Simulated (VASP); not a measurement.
Write the native input for VASP 6.6.1 that does the following.

```
Task                   : relaxation of the atoms
Functional             : PBEsol
Potentials or basis    : VASP PAW PBE potentials, release 64 (Ag, Cl)
Cutoff                 : 450 eV
k mesh                 : 8 × 8 × 8
Occupations            : gaussian, width 0.01 eV
Spin                   : no spin polarisation
Dipole correction      : no
Further INCAR settings : ALGO = Normal; EDIFF = 1e-07; IBRION = 2; EDIFFG = -0.002; NSW = 50
```

The structure of AgCl lies in POSCAR:

```
AgCl
1.0
    0.0136187858      2.7305665558      2.7305665558
    2.7305665558      0.0136187858      2.7305665558
    2.7305665558      2.7305665558      0.0136187858
Ag Cl
1 1
Direct
    0.0000000000      0.0000000000      0.0000000000
    0.5000000000      0.5000000000      0.5000000000
```

This cell differs from its parent crystal: equal xy, yz and zx engineering shears of +0.5 %.

The input as run:

INCAR

```
SYSTEM = AgCl
PREC = Accurate ; ENCUT = 450
EDIFF = 1E-7 ; ISMEAR = 0
SIGMA = 0.01 ; LREAL = .False.
LASPH = .True. ; NELM = 120
ALGO = Normal ; ISIF = 2
LWAVE = .False. ; LCHARG = .False.
GGA = PS ; IBRION = 2
NSW = 50 ; EDIFFG = -0.002
GGA_COMPAT = .False. ; NELMIN = 4
```

KPOINTS

```
regular mesh
0
Gamma
  8 8 8
  0 0 0
```

Potentials or basis: VASP PAW PBE potentials, release 64 (Ag, Cl).

The run is started by

```sh
$ cat potpaw_PBE.64/Ag/POTCAR potpaw_PBE.64/Cl/POTCAR > POTCAR
$ mpirun -np 1 vasp_std > vasp.out
```

It gave:

```yaml
Pressure_after_relaxing: -0.1 GPa
Band_gap_on_the_k_mesh: 0.71 eV (least direct gap 3.22 eV)
```

Caveat: the cell differs from its parent crystal (equal xy, yz and zx engineering shears of +0.5 %); semilocal functionals underestimate gaps, and a narrow one can read as zero; the PAW data sets were made with another functional, which shifts forces and pressure a little.

Wall time 15 s on 1 thread of AMD EPYC 9R45 96-Core Processor (Zen 5) (shared host), peak memory 0.14 GiB.
